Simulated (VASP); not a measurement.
Here is a VASP 6.6.1 calculation.

File INCAR:

```
SYSTEM = BN
ALGO = Normal ; EDIFF = 1E-6
ENCUT = 520 ; GGA = PE
ISIF = 2 ; ISMEAR = 0
LASPH = .TRUE. ; LCHARG = .FALSE.
LREAL = .FALSE. ; LWAVE = .FALSE.
NBANDS = 11 ; NELM = 100
PREC = Accurate ; SIGMA = 0.01
```

File KPOINTS:

```
k-points
0
G
  6 6 6
  0 0 0
```

File POSCAR:

```
BN
1.0
    0.0000000000      1.8048254650      1.7506807011
    1.8048254650      0.0000000000      1.7506807011
    1.8048254650      1.8048254650      0.0000000000
B N
1 1
Direct
    0.0000000000      0.0000000000      0.0000000000
    0.2500000000      0.2500000000      0.2500000000
```

Potentials or basis: VASP PAW PBE potentials, release 64 (B, N).

Command:

```sh
$ cat potpaw_PBE.64/B/POTCAR potpaw_PBE.64/N/POTCAR > POTCAR
$ mpirun -np 1 vasp_std > vasp.out
```

Task: Predict the pressure.

Result: 17.7 GPa.

Task: Predict the band gap on the k mesh.

Result: 3.94 eV, indirect (least direct gap 8.65 eV).

Stress tensor (GPa, compression positive):
```
11.50  0.00  0.00
 0.00 11.50  0.00
 0.00  0.00 29.98
```

Caveat: the k points lie up to 0.51 Å⁻¹ apart; the cell differs from its parent crystal (uniaxial z strain -3.0%). A k mesh can miss the band edges.
